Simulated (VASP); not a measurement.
# Mg2Si3N (Cmmm) in VASP: notebook

Runs on Mg2Si3N. Level: PBE. Tasks: relaxation of cell and atoms, single point.

Program: VASP 6.6.1. These are calculated values, not measurements. Logs are shortened: lines on timing, memory, paths and dates and some standing lists are left out, and cuts for length are marked.

**1. The cell of the first run**

Symmetry: Cmmm, No. 65, orthorhombic system. The conventional cell has a = 6.594 Å, b = 9.306 Å, c = 3.670 Å, α = 90.00°, β = 90.00°, γ = 90.00°. Mg (site symmetry 2/m) has 6 Si at 2.85 to 2.96 Å and 4 Mg at 3.30 to 3.67 Å and 4 N at 3.39 Å within 3.8 Å. Within 2.2 Å of Si (site symmetry 2mm) lie 1 N at 1.68 Å. Si (site symmetry mmm) has 4 Si at 2.44 Å and 4 Mg at 2.85 Å within 3.2 Å. N (site symmetry mmm) has 2 Si at 1.68 Å within 2.2 Å.

**2. Relaxation of cell and atoms, PBE**

INCAR

```
PREC = Accurate
ENCUT = 600
EDIFF = 1E-6
ISMEAR = 0
SIGMA = 0.1
LREAL = False
LASPH = True
NELM = 60
ALGO = Normal
ISIF = 3
LWAVE = False
LCHARG = False
GGA = PE
IBRION = 2
NSW = 90
EDIFFG = -0.04
```

KPOINTS

```
Automatic mesh
0
Gamma
  4 4 6
```

POSCAR

```
Mg2Si3N
1.0
    3.2968648625     -4.6530695427      0.0000000000
    3.2968648625      4.6530695427      0.0000000000
    0.0000000000      0.0000000000      3.6699878182
Mg Si N
2 3 1
Direct
    0.0000000000      0.5000000000      0.5000000000
    0.5000000000      0.0000000000      0.5000000000
    0.7446936151      0.7446936151      0.0000000000
    0.2553063849      0.2553063849      0.0000000000
    0.5000000000      0.5000000000      0.5000000000
    0.0000000000      0.0000000000      0.0000000000
```

Potentials or basis: VASP PAW PBE potentials, release 64 (Mg, Si, N).

Command:

```
$ cat potpaw_PBE.64/Mg/POTCAR potpaw_PBE.64/Si/POTCAR potpaw_PBE.64/N/POTCAR > POTCAR
$ mpirun -np 1 vasp_std > vasp.out
```

OUTCAR:

```text
PREC = Accurate
   ENCUT = 600
   EDIFF = 1E-6
   ISMEAR = 0
   LREAL = False
   LASPH = True
   NELM = 60
   ISIF = 3
   GGA = PE
   IBRION = 2
   NSW = 90
   EDIFFG = -0.04

 ion  position               nearest neighbor table
   1  0.000  0.500  0.500-   5 2.85   5 2.85   3 2.96   3 2.96   4 2.96   4 2.96   2 3.30   2 3.30

   2  0.500  0.000  0.500-   5 2.85   5 2.85   3 2.96   3 2.96   4 2.96   4 2.96   1 3.30   1 3.30

   3  0.745  0.745  0.000-   6 1.68   5 2.44   5 2.44   2 2.96   1 2.96   2 2.96   1 2.96
   4  0.255  0.255  0.000-   6 1.68   5 2.44   5 2.44   2 2.96   1 2.96   2 2.96   1 2.96
   5  0.500  0.500  0.500-   3 2.44   4 2.44   3 2.44   4 2.44   1 2.85   2 2.85   2 2.85   1 2.85

   6  0.000  0.000  0.000-   3 1.68   4 1.68

  LATTYP: Found a base centered orthorhombic cell.
 ALAT       =     6.5937297250
 B/A-ratio  =     1.4113619262
 C/A-ratio  =     0.5565875417

  Lattice vectors:

 A1 = (   3.2968648625,  -4.6530695427,   0.0000000000)
 A2 = (   3.2968648625,   4.6530695427,   0.0000000000)
 A3 = (   0.0000000000,   0.0000000000,   3.6699878182)

Analysis of symmetry for initial positions (statically):
=====================================================================
 Subroutine PRICEL returns:
 Original cell was already a primitive cell.

 Routine SETGRP: Setting up the symmetry group for a
 base centered orthorhombic supercell.

 Subroutine GETGRP returns: Found  8 space group operations
 (whereof  8 operations were pure point group operations)
 out of a pool of  8 trial point group operations.

The static configuration has the point symmetry D_2h.

Analysis of symmetry for dynamics (positions and initial velocities):
=====================================================================
 Subroutine PRICEL returns:
 Original cell was already a primitive cell.

 Routine SETGRP: Setting up the symmetry group for a
 base centered orthorhombic supercell.

 Subroutine GETGRP returns: Found  8 space group operations
 (whereof  8 operations were pure point group operations)
 out of a pool of  8 trial point group operations.

The dynamic configuration has the point symmetry D_2h.

 Subroutine INISYM returns: Found  8 space group operations
 (whereof  8 operations are pure point group operations),
 and found     1 'primitive' translations

----------------------------------------------------------------------------------------

                                     Primitive cell

  volume of cell :     112.5992

  direct lattice vectors                    reciprocal lattice vectors
     3.296864863 -4.653069543  0.000000000     0.151659234 -0.107455948  0.000000000
     3.296864863  4.653069543  0.000000000     0.151659234  0.107455948  0.000000000
     0.000000000  0.000000000  3.669987818     0.000000000  0.000000000  0.272480468

  length of vectors
     5.702663772  5.702663772  3.669987818     0.185869051  0.185869051  0.272480468

  position of ions in fractional coordinates (direct lattice)
     1.000000000  0.500000000  0.500000000
     0.500000000  1.000000000  0.500000000
     0.744693615  0.744693615  0.000000000
     0.255306385  0.255306385  0.000000000
     0.500000000  0.500000000  0.500000000
     0.000000000  0.000000000  0.000000000

  ion indices of the primitive-cell ions
   primitive index   ion index
                 1           1
                 2           2
                 3           3
                 4           4
                 5           5
                 6           6

----------------------------------------------------------------------------------------

 KPOINTS: Automatic mesh

Automatic generation of k-mesh.
 Grid dimensions read from file:
 generate k-points for:    4    4    6

 Generating k-lattice:

  Cartesian coordinates                     Fractional coordinates (reciprocal lattice)
     0.037914809 -0.026863987  0.000000000     0.250000000 -0.000000000  0.000000000
     0.037914809  0.026863987  0.000000000    -0.000000000  0.250000000  0.000000000
     0.000000000  0.000000000  0.045413411     0.000000000  0.000000000  0.166666667

  Length of vectors
     0.046467263  0.046467263  0.045413411

  Shift w.r.t. Gamma in fractional coordinates (k-lattice)
     0.000000000  0.000000000  0.000000000

 Subroutine IBZKPT returns following result:
 ===========================================

 Found     28 irreducible k-points:

 Following reciprocal coordinates:
            Coordinates               Weight
  0.000000  0.000000  0.000000      1.000000
  0.250000 -0.000000  0.000000      4.000000
  0.500000 -0.000000  0.000000      2.000000
  0.250000  0.250000  0.000000      2.000000
  0.500000  0.250000  0.000000      4.000000
 -0.250000  0.250000  0.000000      2.000000
[... 16 lines left out ...]
  0.250000 -0.000000  0.500000      4.000000
  0.500000 -0.000000  0.500000      2.000000
 [... further k-points ...]
[... 40 lines left out ...]
  Fermi-wavevector in a.u.,A,eV,Ry     =   0.935340  1.767536 11.903205  0.874861
  Thomas-Fermi vector in A             =   2.062237
   LORBIT       =      0    0 simple, 1 ext, 2 COOP (PROOUT), +10 PAW based schemes
   GGA     = PE    functional components
   LHFCALC =     F    Hartree Fock is set to
   AEXX    =    0.0000 exact exchange contribution
   IVDW    =     0    specifies the selected vdW correction
   LEPSILON=     F    determine dielectric tensor
   LRPA    =     F    only Hartree local field effects (RPA)
 conjugate gradient relaxation of ions
 non-spin polarized calculation
 Gauss-broadening in eV      SIGMA  =   0.10
  energy-cutoff  :      600.00
  volume of cell :      112.60
 maximum number of plane-waves:      3785
 NGX is ok and might be reduce to    48
   NGX = 23   NGY = 23   NGZ = 15

--------------------------------------- Ionic step        1  -------------------------------------------

 number of electron      20.9999998 magnetization

 Free energy of the ion-electron system (eV)
  ---------------------------------------------------
  ext. energy  EPLUGINS =         0.00000000
  ---------------------------------------------------
  free energy    TOTEN  =       -26.22761190 eV

  energy without entropy =      -26.21976668  energy(sigma->0) =      -26.22368929

------------------------ aborting loop because EDIFF is reached ----------------------------------------

  FORCE on cell =-STRESS in cart. coord.  units (eV):
  Direction    XX          YY          ZZ          XY          YZ          ZX
  --------------------------------------------------------------------------------------
  -------------------------------------------------------------------------------------
  Total       -0.7752390     -0.6107653      0.0257380      0.0000000      0.0000000      0.0000000
  in kB      -11.0308990     -8.6905978      0.3662265      0.0000000      0.0000000      0.0000000
  external PRESSURE =      -6.4517568 kB  Pullay stress =       0.0000000 kB
[... 101 lines left out ...]
  FREE ENERGIE OF THE ION-ELECTRON SYSTEM (eV)
  ---------------------------------------------------
  free  energy   TOTEN  =       -26.2309148322 eV

  energy  without entropy=      -26.2228776015  energy(sigma->0) =      -26.22689622

[... ionic steps 4 to 8 ...]

--------------------------------------- Ionic step        9  -------------------------------------------

 number of electron      21.0000000 magnetization

------------------------ aborting loop because EDIFF is reached ----------------------------------------

  FORCE on cell =-STRESS in cart. coord.  units (eV):
  Direction    XX          YY          ZZ          XY          YZ          ZX
  --------------------------------------------------------------------------------------
  -------------------------------------------------------------------------------------
  Total       -0.2030953     -0.1380855     -0.0506374     -0.0000000      0.0000000      0.0000000
  in kB       -2.9105702     -1.9789108     -0.7256875     -0.0000000      0.0000000      0.0000000
  external PRESSURE =      -1.8717229 kB  Pullay stress =       0.0000000 kB
[... 65 lines left out ...]
  energy  without entropy=      -26.2265558477  energy(sigma->0) =      -26.23095264

--------------------------------------- Ionic step       11  -------------------------------------------

 number of electron      21.0000000 magnetization

 Free energy of the ion-electron system (eV)
  ---------------------------------------------------
  ext. energy  EPLUGINS =         0.00000000
  ---------------------------------------------------
  free energy    TOTEN  =       -26.23651721 eV

  energy without entropy =      -26.22826918  energy(sigma->0) =      -26.23239319

 E-fermi :   4.9092     XC(G=0):  -9.2165

 val. band max:        4.8609842403   @ k =   0.2500   0.2500   0.1667
 cond. band min:       4.9348151765   @ k =   0.2500   0.2500   0.3333
 fundamental gap:      0.0738309362
 Fermi energy:         4.9091578666

 k-point     1 :       0.0000    0.0000    0.0000
  band No.  band energies     occupation
      1     -11.1271      2.00000
      2      -6.0505      2.00000
      3      -4.8132      2.00000
      4       0.2149      2.00000
      5       0.2672      2.00000
      6       1.2576      2.00000
      7       1.3500      2.00000
      8       1.6142      2.00000
      9       2.3183      2.00000
     10       3.5179      2.00000
     11       4.2852      2.00000
     12       5.5701      0.00000
     13       6.0065      0.00000
     14       7.2924      0.00000
[... 375 lines left out ...]
 k-point    24 :       0.5000   -0.0000    0.5000
  band No.  band energies     occupation
      1     -10.9104      2.00000
      2      -4.8589      2.00000
      3      -3.9703      2.00000
      4      -1.3648      2.00000
      5      -1.2352      2.00000
      6       0.0250      2.00000
      7       0.6953      2.00000
      8       2.0221      2.00000
      9       2.5962      2.00000
     10       2.7940      2.00000
     11       4.4507      2.00000
     12       5.6236      0.00000
     13       5.6712      0.00000
     14       8.1538      0.00000

 [... further k-points ...]
[... 5 lines left out ...]
  --------------------------------------------------------------------------------------
  -------------------------------------------------------------------------------------
  Total        0.0193528     -0.0786908     -0.0722139      0.0000000      0.0000000      0.0000000
  in kB        0.2776191     -1.1288342     -1.0359218      0.0000000      0.0000000      0.0000000
  external PRESSURE =      -0.6290456 kB  Pullay stress =       0.0000000 kB
[... 21 lines left out ...]
  FREE ENERGIE OF THE ION-ELECTRON SYSTEM (eV)
  ---------------------------------------------------
  free  energy   TOTEN  =       -26.2365172112 eV

  energy  without entropy=      -26.2282691785  energy(sigma->0) =      -26.23239319

 reached required accuracy - stopping structural energy minimisation
```

It took 6.1 min on 1 thread of Intel Xeon 8259CL, shared host; peak memory 0.3 GiB.

Results:

| Item | Value |
| --- | --- |
| Free energy | -26.2365 eV |
| Relaxed volume | 18.61 Å³/atom |
| Relaxed cell | a = 5.628 Å, b = 5.628 Å, c = 3.724 Å, α = 90.00°, β = 90.00°, γ = 108.73° |
| Space group after relaxing (to 0.05 Å) | Cmmm (No. 65) |
| Energy gained by relaxing | 1.5 meV/atom |
| Ionic steps | 11 |
| Pressure after relaxing | -0.1 GPa |
| Largest force after relaxing | 0.010 eV/Å |

Forces in eV/Å, atoms in the order of the input:
```
Mg   0.000  0.000  0.000
Mg   0.000  0.000  0.000
Si  -0.010  0.000  0.000
Si   0.010  0.000  0.000
Si   0.000  0.000  0.000
N    0.000  0.000  0.000
```

Stress tensor (GPa, compression positive):
```
 0.03  0.00  0.00
 0.00 -0.11  0.00
 0.00  0.00 -0.10
```

Step by step:
| step | energy change (eV) | largest force (eV/Å) | pressure (GPa) | volume (Å³) |
| --- | --- | --- | --- | --- |
| 1 | 0.0000 | 0.0300 | -0.65 | 112.60 |
| 2 | -0.0031 | 0.2208 | 0.25 | 111.37 |
| 3 | -0.0033 | 0.1865 | 0.09 | 111.59 |
| 4 | -0.0053 | 0.0646 | 0.15 | 111.05 |
| 5 | -0.0053 | 0.0400 | 0.15 | 111.11 |
| 6 | -0.0063 | 0.0429 | 0.11 | 111.26 |
| 7 | -0.0086 | 0.0539 | -0.12 | 111.71 |
| 8 | -0.0087 | 0.0530 | -0.24 | 111.86 |
| 9 | -0.0087 | 0.0543 | -0.19 | 111.80 |
| 10 | -0.0077 | 0.1766 | 0.27 | 111.41 |
| 11 | -0.0089 | 0.0098 | -0.06 | 111.69 |

Final structure:
```yaml
crystal:
  lattice:
    - [3.27884, -4.57376, 0.00000]
    - [3.27884, 4.57376, 0.00000]
    - [0.00000, 0.00000, 3.72375]
  atoms:
    - { symbol: Mg, position: [0.00000, 0.50000, 0.50000] }
    - { symbol: Mg, position: [0.50000, 0.00000, 0.50000] }
    - { symbol: Si, position: [0.74316, 0.74316, 0.00000] }
    - { symbol: Si, position: [0.25684, 0.25684, 0.00000] }
    - { symbol: Si, position: [0.50000, 0.50000, 0.50000] }
    - { symbol: N, position: [0.00000, 0.00000, 0.00000] }
```

Levels at points of the mesh, in eV from the Fermi level:
```csv
k point,band 8,band 9,band 10,band 11,band 12,band 13,band 14
"(0.00, 0.00, 0.00)",-3.29,-2.59,-1.39,-0.62,0.66,1.10,2.38
"(0.50, 0.00, 0.00)",-2.29,-0.86,0.12,0.92,1.34,1.42,1.58
"(0.50, 0.50, 0.00)",-1.49,-1.42,-0.98,0.43,0.49,1.42,1.99
"(0.00, 0.00, 0.50)",-2.77,-2.25,-1.54,-0.21,-0.06,0.45,0.47
"(0.50, 0.00, 0.50)",-2.89,-2.31,-2.12,-0.46,0.71,0.76,3.24
"(0.50, 0.50, 0.50)",-3.79,-3.04,-0.78,0.41,1.60,1.88,2.89
```

**3. Single point, PBE**

This run uses another cell than the first one, of 18.51 Å³/atom, 0.986 times its volume.

INCAR

```
PREC = Accurate
ENCUT = 520
EDIFF = 1E-7
ISMEAR = 0
SIGMA = 0.1
LREAL = F
LASPH = T
NELM = 100
ALGO = Normal
ISIF = 2
LWAVE = F
LCHARG = T
GGA = PE
LELF = T
LVHAR = T
NBANDS = 20
```

KPOINTS

```
regular mesh
0
Gamma
  8 8 10
```

POSCAR

```
Mg2Si3N
1.0
    3.3070888785     -4.6022056270      0.0000000000
    3.3070888785      4.6022056270      0.0000000000
    0.0000000000      0.0000000000      3.6489015927
Mg Si N
2 3 1
Direct
    0.0000000000      0.5000000000      0.5000000000
    0.5000000000      0.0000000000      0.5000000000
    0.7455910509      0.7455910509      0.0000000000
    0.2544089491      0.2544089491      0.0000000000
    0.5000000000      0.5000000000      0.5000000000
    0.0000000000      0.0000000000      0.0000000000
```

Potentials or basis: VASP PAW PBE potentials, release 64 (Mg, Si, N).

Command:

```
$ cat potpaw_PBE.64/Mg/POTCAR potpaw_PBE.64/Si/POTCAR potpaw_PBE.64/N/POTCAR > POTCAR
$ mpirun -np 1 vasp_std > vasp.out
```

It took 5.4 min on 1 thread of Intel Xeon 8259CL, shared host; peak memory 0.4 GiB.

Results (log left out):

```
Free energy   : -26.2105 eV
Pressure      : -0.1 GPa
Largest force : 0.008 eV/Å
```

Forces on the atoms (eV/Å):
```
Mg   0.000  0.000  0.000
Mg   0.000  0.000  0.000
Si  -0.008  0.000  0.000
Si   0.008  0.000  0.000
Si   0.000  0.000  0.000
N    0.000  0.000  0.000
```

Levels at points of the mesh, in eV from the Fermi level:
```
           k point  band 7  band 8  band 9  band 10  band 11  band 12  band 13  band 14  band 15  band 16
(0.00, 0.00, 0.00)   -3.52   -3.48   -2.74    -1.24    -0.53     0.78     1.09     2.31     4.44     5.33
(0.50, 0.00, 0.00)   -3.23   -2.08   -0.97     0.31     0.77     1.18     1.18     1.53     2.05     3.43
(0.50, 0.50, 0.00)   -2.74   -1.63   -1.26    -1.20     0.62     0.74     1.15     1.79     2.36     3.72
(0.00, 0.00, 0.50)   -3.98   -2.93   -2.25    -1.64    -0.25    -0.18     0.39     0.49     1.84     3.16
(0.50, 0.00, 0.50)   -4.24   -2.88   -2.42    -2.17    -0.47     0.52     0.66     3.08     3.50     3.63
(0.50, 0.50, 0.50)   -4.51   -3.76   -3.18    -0.82     0.28     1.43     1.87     2.76     2.94     3.33
```

**4. Single point, PBE, collinear spin, ferromagnetic start**

This run uses another cell than the first one, of 18.64 Å³/atom, 0.993 times its volume.

INCAR

```
SYSTEM = Mg2Si3N
ALGO = Normal ; EDIFF = 1E-7
ENCUT = 520 ; GGA = PE
ISIF = 2 ; ISMEAR = 0
ISPIN = 2 ; LASPH = .TRUE.
LCHARG = .TRUE. ; LELF = .TRUE.
LORBIT = 11 ; LREAL = .FALSE.
LVHAR = .TRUE. ; LWAVE = .FALSE.
MAGMOM = 0 0 0 0 0 1 ; NBANDS = 24
NELM = 150 ; PREC = Accurate
SIGMA = 0.1
```

KPOINTS

```
k-points
0
G
  4 4 6
  0 0 0
```

POSCAR

```
Mg2Si3N
1.0
    3.2746602197     -4.6163461122      0.0000000000
    3.2746602197      4.6163461122      0.0000000000
    0.0000000000      0.0000000000      3.6986208727
Mg Si N
2 3 1
Direct
    0.0000000000      0.5000000000      0.5000000000
    0.5000000000      0.0000000000      0.5000000000
    0.7430780059      0.7430780059      0.0000000000
    0.2569219941      0.2569219941      0.0000000000
    0.5000000000      0.5000000000      0.5000000000
    0.0000000000      0.0000000000      0.0000000000
```

Command:

```
$ cat potpaw_PBE.64/Mg/POTCAR potpaw_PBE.64/Si/POTCAR potpaw_PBE.64/N/POTCAR > POTCAR
$ mpirun -np 1 vasp_std > vasp.out
```

Run time: 3.1 min. Hardware: 1 thread of Intel Xeon 8259CL, shared host; peak memory 0.31 GiB.

The run converged. Its results:

```
Free energy                                           : -26.2325 eV
Pressure                                              : 0.0 GPa
Largest force                                         : 0.027 eV/Å
Net moment                                            : 0.00 μB per cell
Valence electrons inside the program's atomic spheres : Mg 0.33; Si 1.65, 1.62; N 3.77
```

Forces in eV/Å, atoms in the order of the input:
```
Mg   0.000  0.000  0.000
Mg   0.000  0.000  0.000
Si   0.027  0.000  0.000
Si  -0.027  0.000  0.000
Si   0.000  0.000  0.000
N    0.000  0.000  0.000
```

Stress tensor (GPa, compression positive):
```
 0.03  0.00  0.00
 0.00 -0.38  0.00
 0.00  0.00  0.25
```

Levels at points of the mesh, in eV from the Fermi level:
Spin up:
| k point | band 7 | band 8 | band 9 | band 10 | band 11 | band 12 | band 13 | band 14 | band 15 | band 16 |
| --- | --- | --- | --- | --- | --- | --- | --- | --- | --- | --- |
| (0.00, 0.00, 0.00) | -3.54 | -3.28 | -2.64 | -1.34 | -0.50 | 0.75 | 1.11 | 2.36 | 4.39 | 5.46 |
| (0.50, 0.00, 0.00) | -3.25 | -2.22 | -0.89 | 0.24 | 0.87 | 1.36 | 1.38 | 1.58 | 2.04 | 3.38 |
| (0.50, 0.50, 0.00) | -2.69 | -1.43 | -1.36 | -1.03 | 0.54 | 0.59 | 1.35 | 1.92 | 2.42 | 3.71 |
| (0.00, 0.00, 0.50) | -3.94 | -2.75 | -2.21 | -1.48 | -0.21 | -0.08 | 0.43 | 0.50 | 1.87 | 3.38 |
| (0.50, 0.00, 0.50) | -4.19 | -2.85 | -2.29 | -2.10 | -0.45 | 0.77 | 0.78 | 3.23 | 3.46 | 3.73 |
| (0.50, 0.50, 0.50) | -4.41 | -3.74 | -3.01 | -0.78 | 0.41 | 1.63 | 1.92 | 2.87 | 2.97 | 3.50 |
Spin down:
```csv
k point,band 9,band 10,band 11,band 12,band 13,band 14
"(0.00, 0.00, 0.00)",-2.64,-1.34,-0.50,0.75,1.11,2.36
"(0.50, 0.00, 0.00)",-0.89,0.24,0.87,1.36,1.38,1.58
"(0.50, 0.50, 0.00)",-1.36,-1.03,0.54,0.59,1.35,1.92
"(0.00, 0.00, 0.50)",-2.21,-1.48,-0.21,-0.08,0.43,0.50
"(0.50, 0.00, 0.50)",-2.29,-2.10,-0.45,0.77,0.78,3.23
"(0.50, 0.50, 0.50)",-3.01,-0.78,0.41,1.63,1.92,2.88
```

**5. Summary**

| task | spin | cell | k mesh | cutoff (eV) | gap on the mesh (eV) | pressure (GPa) | largest force (eV/Å) |
| --- | --- | --- | --- | --- | --- | --- | --- |
| relaxation of cell and atoms | off | relaxed from a = 5.703, b = 5.703, c = 3.670 Å, angles 90.0, 90.0, 109.4°, 6 atoms | 4 × 4 × 6 | 600 | none | -0.1 | 0.01 |
| single point | off | a = 5.667, b = 5.667, c = 3.649 Å, angles 90.0, 90.0, 108.6°, 6 atoms | 8 × 8 × 10 | 520 | none | -0.1 | 0.01 |
| single point | collinear, ferromagnetic start | a = 5.660, b = 5.660, c = 3.699 Å, angles 90.0, 90.0, 109.3°, 6 atoms | 4 × 4 × 6 | 520 | none | 0.0 | 0.03 |

Alike in all rows: level PBE; potentials or basis VASP PAW PBE potentials, release 64 (Mg, Si, N); smearing gaussian 0.1 eV.

Total energies depend on the potentials used, so only differences within one code and one set of settings carry meaning.
